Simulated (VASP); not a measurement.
# SnO2 in VASP: notebook

The runs below take SnO2 through single point, with PBE.

Program: VASP 6.6.1. These are calculated values, not measurements. Logs are shortened: lines on timing, memory, paths and dates and some standing lists are left out, and cuts for length are marked.

## 1. The cell of the first run

The typed cell holds 6 atoms: a = 4.647 Å, b = 4.647 Å, c = 3.184 Å, α = 90.00°, β = 90.00°, γ = 90.00°.

## 2. Single point, PBE

INCAR reads:

```
SYSTEM = SnO2
PREC = Accurate
ENCUT = 520
EDIFF = 1E-7
ISMEAR = 0
SIGMA = 0.02
LREAL = .FALSE.
LASPH = .TRUE.
NELM = 60
ALGO = Normal
ISIF = 2
LWAVE = .FALSE.
LCHARG = .FALSE.
GGA = PE
NBANDS = 35
```

KPOINTS reads:

```
Automatic mesh
0
G
  6 6 8
  0 0 0
```

POSCAR reads:

```
SnO2
1.0
    4.6466805012      0.0000000000      0.0000000000
    0.0000000000      4.6470416360      0.0000000000
    0.0000000000      0.0000000000      3.1840490859
Sn O
2 4
Direct
    0.5000000000      0.5000000000      0.5000000000
    0.0000000000      0.0000000000      0.0000000000
    0.3053074733      0.3054259035      0.0000000000
    0.8053074733      0.1945740965      0.5000000000
    0.1946925267      0.8054259035      0.5000000000
    0.6946925267      0.6945740965      0.0000000000
```

Potentials or basis: VASP PAW PBE potentials, release 64 (Sn_d, O).

Launch:

```
cat potpaw_PBE.64/Sn_d/POTCAR potpaw_PBE.64/O/POTCAR > POTCAR
mpirun -np 1 vasp_std > vasp.out
```

OUTCAR:

```text
SYSTEM = SnO2
   PREC = Accurate
   ENCUT = 520
   EDIFF = 1E-7
   ISMEAR = 0
   LREAL = .FALSE.
   LASPH = .TRUE.
   NELM = 60
   ISIF = 2
   GGA = PE

 ion  position               nearest neighbor table
   1  0.500  0.500  0.500-   4 2.01   5 2.01   3 2.04   6 2.04   3 2.04   6 2.04   2 3.65   2 3.65
                             2 3.65   2 3.65   2 3.65   2 3.65   2 3.65   2 3.65
   2  0.000  0.000  0.000-   3 2.01   6 2.01   5 2.04   4 2.04   4 2.04   5 2.04   1 3.65   1 3.65
                             1 3.65   1 3.65   1 3.65   1 3.65   1 3.65   1 3.65
   3  0.305  0.305  0.000-   2 2.01   1 2.04   1 2.04
   4  0.805  0.195  0.500-   1 2.01   2 2.04   2 2.04
   5  0.195  0.805  0.500-   1 2.01   2 2.04   2 2.04
   6  0.695  0.695  0.000-   2 2.01   1 2.04   1 2.04

  LATTYP: Found a simple orthorhombic cell.
 ALAT       =     3.1840490859
 B/A-ratio  =     1.4593620814
 C/A-ratio  =     1.4594755014

  Lattice vectors:

 A1 = (   0.0000000000,   0.0000000000,   3.1840490859)
 A2 = (   4.6466805012,   0.0000000000,   0.0000000000)
 A3 = (   0.0000000000,   4.6470416360,   0.0000000000)

Analysis of symmetry for initial positions (statically):
=====================================================================
 Subroutine PRICEL returns:
 Original cell was already a primitive cell.

 Routine SETGRP: Setting up the symmetry group for a
 simple orthorhombic supercell.

 Subroutine GETGRP returns: Found  8 space group operations
 (whereof  4 operations were pure point group operations)
 out of a pool of  8 trial point group operations.

The static configuration has the point symmetry C_2h.
 The point group associated with its full space group is D_2h.

Analysis of symmetry for dynamics (positions and initial velocities):
=====================================================================
 Subroutine PRICEL returns:
 Original cell was already a primitive cell.

 Routine SETGRP: Setting up the symmetry group for a
 simple orthorhombic supercell.

 Subroutine GETGRP returns: Found  8 space group operations
 (whereof  4 operations were pure point group operations)
 out of a pool of  8 trial point group operations.

The dynamic configuration has the point symmetry C_2h.
 The point group associated with its full space group is D_2h.

 Subroutine INISYM returns: Found  8 space group operations
 (whereof  4 operations are pure point group operations),
 and found     1 'primitive' translations

----------------------------------------------------------------------------------------

                                     Primitive cell

  volume of cell :      68.7542

  direct lattice vectors                    reciprocal lattice vectors
     4.646680501  0.000000000  0.000000000     0.215207394  0.000000000  0.000000000
     0.000000000  4.647041636  0.000000000     0.000000000  0.215190669  0.000000000
     0.000000000  0.000000000  3.184049086     0.000000000  0.000000000  0.314065510

  length of vectors
     4.646680501  4.647041636  3.184049086     0.215207394  0.215190669  0.314065510

  position of ions in fractional coordinates (direct lattice)
     0.500000000  0.500000000  0.500000000
     0.000000000  0.000000000  0.000000000
     0.305307473  0.305425904  0.000000000
     0.805307473  0.194574096  0.500000000
     0.194692527  0.805425904  0.500000000
     0.694692527  0.694574096  0.000000000

  ion indices of the primitive-cell ions
   primitive index   ion index
                 1           1
                 2           2
                 3           3
                 4           4
                 5           5
                 6           6

----------------------------------------------------------------------------------------

 KPOINTS: Automatic mesh

Automatic generation of k-mesh.
 Grid dimensions read from file:
 generate k-points for:    6    6    8

 Generating k-lattice:

  Cartesian coordinates                     Fractional coordinates (reciprocal lattice)
     0.035867899  0.000000000  0.000000000     0.166666667  0.000000000  0.000000000
     0.000000000  0.035865112  0.000000000     0.000000000  0.166666667  0.000000000
     0.000000000  0.000000000  0.039258189     0.000000000  0.000000000  0.125000000

  Length of vectors
     0.035867899  0.035865112  0.039258189

  Shift w.r.t. Gamma in fractional coordinates (k-lattice)
     0.000000000  0.000000000  0.000000000

 Subroutine IBZKPT returns following result:
 ===========================================

 Found     80 irreducible k-points:

 Following reciprocal coordinates:
            Coordinates               Weight
  0.000000  0.000000  0.000000      1.000000
  0.166667  0.000000  0.000000      2.000000
  0.333333  0.000000  0.000000      2.000000
  0.500000  0.000000  0.000000      1.000000
  0.000000  0.166667  0.000000      2.000000
  0.166667  0.166667  0.000000      4.000000
[... 16 lines left out ...]
  0.333333  0.166667  0.125000      8.000000
  0.500000  0.166667  0.125000      4.000000
 [... further k-points ...]
   k-points           NKPTS =     80   k-points in BZ     NKDIM =     80   number of bands    NBANDS=     35
   number of dos      NEDOS =    301   number of ions     NIONS =      6
   total plane-waves  NPLWV =  31104
   dimension x,y,z NGX =    36 NGY =   36 NGZ =   24
   dimension x,y,z NGXF=    72 NGYF=   72 NGZF=   48
   ions per type =               2   4
   NGX,Y,Z   is equivalent  to a cutoff of  12.88, 12.88, 12.53 a.u.
   NGXF,Y,Z  is equivalent  to a cutoff of  25.76, 25.76, 25.06 a.u.
 SYSTEM =  SnO2
   PREC   = accura    normal or accurate (medium, high low for compatibility)
   ISTART =      0    job   : 0-new  1-cont  2-samecut
   ICHARG =      2    charge: 1-file 2-atom 10-const
   ISPIN  =      1    spin polarized calculation?
   LNONCOLLINEAR =      F non collinear calculations
   LSORBIT =      F    spin-orbit coupling
   LASPH  =      T    aspherical Exc in radial PAW
   ENCUT  =  520.0 eV  38.22 Ry    6.18 a.u.   8.64  8.64  5.92*2*pi/ulx,y,z
   NELM   =     60;   NELMIN=  2; NELMDL= -5     # of ELM steps
   EDIFF  = 0.1E-06   stopping-criterion for ELM
   LREAL  =      F    real-space projection
   EDIFFG = 0.1E-05   stopping-criterion for IOM
   NSW    =      0    number of steps for IOM
   IBRION =     -1    ionic relax: 0-MD 1-quasi-New 2-CG
   NFREE  =      0    steps in history (QN), initial steepest desc. (CG)
   ISIF   =      2    stress and relaxation
   ISYM   =      2    0-nonsym 1-usesym 2-fastsym
   POTIM  = 0.5000    time-step for ionic-motion
   TEBEG  =    0.0;   TEEND  =   0.0 temperature during run
   PSTRESS=    0.0 pullay stress
   NELECT =      52.0000    total number of electrons
   NUPDOWN=      -1.0000    fix difference up-down
   EMIN   =  10.00;   EMAX   =-10.00  energy-range for DOS
   EFERMI =   0.00;   METHOD = LEGACY
   ISMEAR =     0;   SIGMA  =   0.02  broadening in eV -4-tet -1-fermi 0-gaus
   EFERMI_NEDOS =   21; number of points for ismear=-14 and -15
   IALGO  =     38    algorithm
   IMIX   =      4    mixing-type and parameters
     AMIX     =   0.40;   BMIX     =  1.00
     AMIX_MAG =   1.60;   BMIX_MAG =  1.00
  volume/ion in A,a.u.               =      11.46        77.33
  Fermi-wavevector in a.u.,A,eV,Ry     =   1.491567  2.818654 30.269881  2.224774
  Thomas-Fermi vector in A             =   2.604206
   LORBIT       =      0    0 simple, 1 ext, 2 COOP (PROOUT), +10 PAW based schemes
   GGA     = PE    functional components
   LHFCALC =     F    Hartree Fock is set to
   AEXX    =    0.0000 exact exchange contribution
   IVDW    =     0    specifies the selected vdW correction
   LEPSILON=     F    determine dielectric tensor
   LRPA    =     F    only Hartree local field effects (RPA)
 non-spin polarized calculation
 Gauss-broadening in eV      SIGMA  =   0.02
  energy-cutoff  :      520.00
  volume of cell :       68.75
 maximum number of plane-waves:      1876
 NGX is ok and might be reduce to    36
   NGX = 17   NGY = 17   NGZ = 11

 number of electron      51.9999996 magnetization

 Free energy of the ion-electron system (eV)
  ---------------------------------------------------
  ext. energy  EPLUGINS =         0.00000000
  ---------------------------------------------------
  free energy    TOTEN  =       -36.89399472 eV

  energy without entropy =      -36.89399472  energy(sigma->0) =      -36.89399472

 E-fermi :   6.7509     XC(G=0): -11.4811

 val. band max:        6.6249679616   @ k =   0.0000   0.0000   0.0000
 cond. band min:       8.2818444947   @ k =   0.0000   0.0000   0.0000
 fundamental gap:      1.6568765330
 Fermi energy:         6.7509156598

 k-point     1 :       0.0000    0.0000    0.0000
  band No.  band energies     occupation
      1     -14.5539      2.00000
      2     -13.6273      2.00000
      3     -13.3409      2.00000
      4     -13.3148      2.00000
      5     -13.3148      2.00000
      6     -13.3129      2.00000
[... 27 lines left out ...]
     34      19.4405      0.00000
     35      19.6488      0.00000

 k-point     2 :       0.1667    0.0000    0.0000
  band No.  band energies     occupation
      1     -14.5052      2.00000
      2     -13.6788      2.00000
      3     -13.3545      2.00000
      4     -13.3427      2.00000
      5     -13.3123      2.00000
      6     -13.3122      2.00000
[... 27 lines left out ...]
     34      19.3973      0.00000
     35      19.5978      0.00000

 k-point     3 :       0.3333    0.0000    0.0000
  band No.  band energies     occupation
      1     -14.3626      2.00000
      2     -13.8783      2.00000
      3     -13.3754      2.00000
      4     -13.3492      2.00000
      5     -13.3072      2.00000
      6     -13.3069      2.00000
[... 27 lines left out ...]
     34      19.3272      0.00000
     35      19.5140      0.00000
[... 723 lines left out ...]
 k-point    23 :       0.3333    0.1667    0.1250
  band No.  band energies     occupation
      1     -14.2992      2.00000
      2     -13.9276      2.00000
      3     -13.4909      2.00000
      4     -13.4892      2.00000
      5     -13.2928      2.00000
      6     -13.2536      2.00000
[... 27 lines left out ...]
     34      19.2094      0.00000
     35      19.3941      0.00000

 k-point    24 :       0.5000    0.1667    0.1250
  band No.  band energies     occupation
      1     -14.1342      2.00000
      2     -14.1342      2.00000
      3     -13.4910      2.00000
      4     -13.4910      2.00000
      5     -13.2714      2.00000
      6     -13.2714      2.00000
[... 27 lines left out ...]
     34      19.2681      0.00000
     35      19.5444      0.00000

 [... further k-points ...]

------------------------ aborting loop because EDIFF is reached ----------------------------------------

  FORCE on cell =-STRESS in cart. coord.  units (eV):
  Direction    XX          YY          ZZ          XY          YZ          ZX
  --------------------------------------------------------------------------------------
  -------------------------------------------------------------------------------------
  Total        8.8745698      8.8746367      9.0140550      0.0000000      0.0000000      0.0000000
  in kB      206.8039171    206.8054765    210.0543397      0.0000000      0.0000000      0.0000000
  external PRESSURE =     207.8879111 kB  Pullay stress =       0.0000000 kB

 VOLUME and BASIS-vectors are now :
 -----------------------------------------------------------------------------
  energy-cutoff  :      520.00
  volume of cell :       68.75
      direct lattice vectors                 reciprocal lattice vectors
     4.646680501  0.000000000  0.000000000     0.215207394  0.000000000  0.000000000
     0.000000000  4.647041636  0.000000000     0.000000000  0.215190669  0.000000000
     0.000000000  0.000000000  3.184049086     0.000000000  0.000000000  0.314065510

 POSITION                                       TOTAL-FORCE (eV/Angst)
 -----------------------------------------------------------------------------------
      2.32334      2.32352      1.59202         0.000000     -0.000000      0.000000
      0.00000      0.00000      0.00000         0.000000     -0.000000      0.000000
      1.41867      1.41933      0.00000        -0.009240     -0.008997     -0.000000
      3.74201      0.90419      1.59202        -0.009240      0.008997      0.000000
      0.90467      3.74285      1.59202         0.009240     -0.008997      0.000000
      3.22801      3.22771      0.00000         0.009240      0.008997      0.000000
 -----------------------------------------------------------------------------------
    total drift:                                0.000000      0.000000      0.000000

  FREE ENERGIE OF THE ION-ELECTRON SYSTEM (eV)
  ---------------------------------------------------
  free  energy   TOTEN  =       -36.8939947227 eV

  energy  without entropy=      -36.8939947227  energy(sigma->0) =      -36.89399472
```

Run time: 64 s. Hardware: 1 thread of Intel Xeon 6975P-C (Granite Rapids), shared host; peak memory 0.27 GiB.

What came out:

| Property | Result |
| --- | --- |
| Free energy | -36.8940 eV |
| Pressure | 20.8 GPa |
| Largest force | 0.013 eV/Å |
| Band gap on the k mesh | 1.66 eV, direct |

Forces on the atoms (eV/Å):
```
Sn   0.000  0.000  0.000
Sn   0.000  0.000  0.000
O   -0.009 -0.009  0.000
O   -0.009  0.009  0.000
O    0.009 -0.009  0.000
O    0.009  0.009  0.000
```

Caveat: spin-orbit coupling is left out, which moves the levels of the heavy elements.

## 3. Single point, PBE

This run uses another cell than the first one, of 11.95 Å³/atom, 1.042 times its volume.

INCAR reads:

```
ALGO     = Normal         # electronic algorithm
EDIFF    = 1E-7           # SCF threshold, eV
ENCUT    = 520            # plane-wave cutoff, eV
GGA      = PE             # functional
ISIF     = 2              # what is computed and relaxed
ISMEAR   = 0              # smearing method
LASPH    = T              # aspherical terms in the spheres
LCHARG   = F              # write CHGCAR
LREAL    = F              # projectors in reciprocal space
LWAVE    = F              # write WAVECAR
NBANDS   = 35             # bands
NELM     = 60             # most SCF steps
PREC     = Accurate       # precision mode
SIGMA    = 0.02           # smearing width, eV
```

KPOINTS reads:

```
k-points
0
Gamma
  6 6 8
```

POSCAR reads:

```
SnO2
1.0
    4.7260358365      0.0000000000      0.0000000000
    0.0000000000      4.7262981225      0.0000000000
    0.0000000000      0.0000000000      3.2086388443
Sn O
2 4
Direct
    0.5000000000      0.5000000000      0.5000000000
    0.0000000000      0.0000000000      0.0000000000
    0.3056816078      0.3057626374      0.0000000000
    0.8056816078      0.1942373626      0.5000000000
    0.1943183922      0.8057626374      0.5000000000
    0.6943183922      0.6942373626      0.0000000000
```

Potentials or basis: VASP PAW PBE potentials, release 64 (Sn_d, O).

Launch:

```
cat potpaw_PBE.64/Sn_d/POTCAR potpaw_PBE.64/O/POTCAR > POTCAR
mpirun -np 1 vasp_std > vasp.out
```

Wall time 57 s (1 thread of Intel Xeon 6975P-C (Granite Rapids), shared host); peak memory 0.27 GiB.

It converged, with:

```
Free energy            : -37.1801 eV
Pressure               : 10.7 GPa
Largest force          : 0.015 eV/Å
Band gap on the k mesh : 1.19 eV, direct
```

Forces on the atoms (eV/Å):
```
Sn   0.000  0.000  0.000
Sn   0.000  0.000  0.000
O   -0.011 -0.011  0.000
O   -0.011  0.011  0.000
O    0.011 -0.011  0.000
O    0.011  0.011  0.000
```

Stress tensor (GPa, compression positive):
```
10.54  0.00  0.00
 0.00 10.54  0.00
 0.00  0.00 10.90
```

Levels at points of the mesh, in eV from the valence-band top:
```
           k point  band 23  band 24  band 25  band 26  band 27  band 28  band 29  band 30
(0.00, 0.00, 0.00)    -1.26    -0.77    -0.77     0.00     1.19     6.09     6.25     6.25
(0.50, 0.00, 0.00)    -1.21    -1.21    -0.62    -0.62     4.41     4.41     7.03     7.03
(0.00, 0.50, 0.00)    -1.21    -1.21    -0.62    -0.62     4.41     4.41     7.03     7.03
(0.50, 0.50, 0.00)    -1.34    -1.34    -0.88    -0.88     4.81     4.81     7.48     7.48
(0.00, 0.00, 0.50)    -1.66    -1.66    -1.25    -1.25     6.15     6.15     9.77     9.77
(0.50, 0.00, 0.50)    -1.09    -1.09    -0.69    -0.69     6.44     6.44     8.10     8.10
(0.00, 0.50, 0.50)    -1.09    -1.09    -0.69    -0.69     6.44     6.44     8.09     8.09
(0.50, 0.50, 0.50)    -0.95    -0.95    -0.82    -0.82     4.83     4.83     8.92     8.92
```

Caveat: spin-orbit coupling is left out, which moves the levels of the heavy elements. As with any semilocal functional, this PBE gap is likely too small.

(Continued in part 2 of 2.)
